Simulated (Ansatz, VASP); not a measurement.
## Two plane-wave programs on KCdCO3F

```
K Cd C O F
1.0
     5.13490    0.00000    0.00000
    -2.56745    4.44695    0.00000
     0.00000    0.00000    8.84600
K Cd C O F
2 2 2 6 2
Direct
  0.66667 0.33333 0.50000
  0.66667 0.33333 0.00000
  0.00000 0.00000 0.25000
  0.00000 0.00000 0.75000
  0.33333 0.66667 0.25000
  0.33333 0.66667 0.75000
  0.41291 0.94872 0.25000
  0.53581 0.58709 0.25000
  0.05128 0.46419 0.25000
  0.05128 0.58709 0.75000
  0.41291 0.46419 0.75000
  0.53581 0.94872 0.75000
  0.00000 0.00000 0.50000
  0.00000 0.00000 0.00000
```

Alike in both runs: task electric field gradients; functional r2SCAN; k mesh 5 × 5 × 3; occupations fermi-dirac, width 0.02 eV; no spin polarisation.

|  | VASP | Ansatz |
| --- | --- | --- |
| version | VASP 6.6.1 | Ansatz 0.2.0 |
| potentials or method | VASP PAW PBE potentials, release 64 (K_sv, Cd_sv_GW, C, O, F) | plane-wave PAW, scalar-relativistic |
| plane-wave cutoff (eV) | 580 | 500 |
| valence electrons in the cell | 116 | 116 |

```csv
,VASP,Ansatz,Ansatz less VASP
gap on the k mesh at the Fermi level (eV),3.69,3.69,-0.002
pressure (GPa),-0.6,-0.8,-0.15
"traceless stress, the component that is largest in VASP (GPa)",0.63,1.33,+0.698
rms of the force components (eV/Å),0.044,0.171,+0.1270
size of Vzz on the site where it differs most (V/Å²),40.1,30.4,-9.70
```

VASP's potentials were made for PBE, not for r2SCAN. Atom by atom the forces differ by 0.129 eV/Å (rms over components). One of these differences is far larger than is usual between the two programs; its cause wasn't traced.
